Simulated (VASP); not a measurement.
Input of a VASP 6.6.1 run:

Contents of INCAR:

```
SYSTEM = SnO2
ALGO = Normal
EDIFF = 1E-7
ENCUT = 520
GGA = PS
ISIF = 2
ISMEAR = 0
LASPH = .True.
LCHARG = .False.
LREAL = .False.
LWAVE = .False.
NBANDS = 35
NELM = 60
PREC = Accurate
SIGMA = 0.01
```

File KPOINTS:

```
k-points
0
Gamma
  4 4 6
  0 0 0
```

File POSCAR:

```
SnO2
1.0
    4.7880040000      0.0000000000      0.0000000000
    0.0000000000      4.8665820000      0.0000000000
    0.0000000000      0.0000000000      3.2408980000
Sn O
2 4
Direct
    0.5000000000      0.5000000000      0.5000000000
    0.0000000000      0.0000000000      0.0000000000
    0.2918550000      0.3210420000      0.0000000000
    0.7918550000      0.1789580000      0.5000000000
    0.2081450000      0.8210420000      0.5000000000
    0.7081450000      0.6789580000      0.0000000000
```

Potentials or basis: VASP PAW PBE potentials, release 64 (Sn_d, O).

Launch:

```sh
$ cat potpaw_PBE.64/Sn_d/POTCAR potpaw_PBE.64/O/POTCAR > POTCAR
$ mpirun -np 1 vasp_std > vasp.out
```

Task: What does it give for the band gap on the k mesh?

Result: 0.72 eV, direct.

Task: What does it give for the pressure?

Result: -5.8 GPa.

Task: What does it give for the largest force?

Result: 0.104 eV/Å.

Forces in eV/Å, atoms in the order of the input:
```
Sn   0.000  0.000  0.000
Sn   0.000  0.000  0.000
O    0.102 -0.018  0.000
O    0.102  0.018  0.000
O   -0.102 -0.018  0.000
O   -0.102  0.018  0.000
```

Caveat: the PAW data sets were made with another functional, which shifts forces and pressure a little; spin-orbit coupling is left out, which moves the levels of the heavy elements. As with any semilocal functional, this PBEsol gap is likely too small.
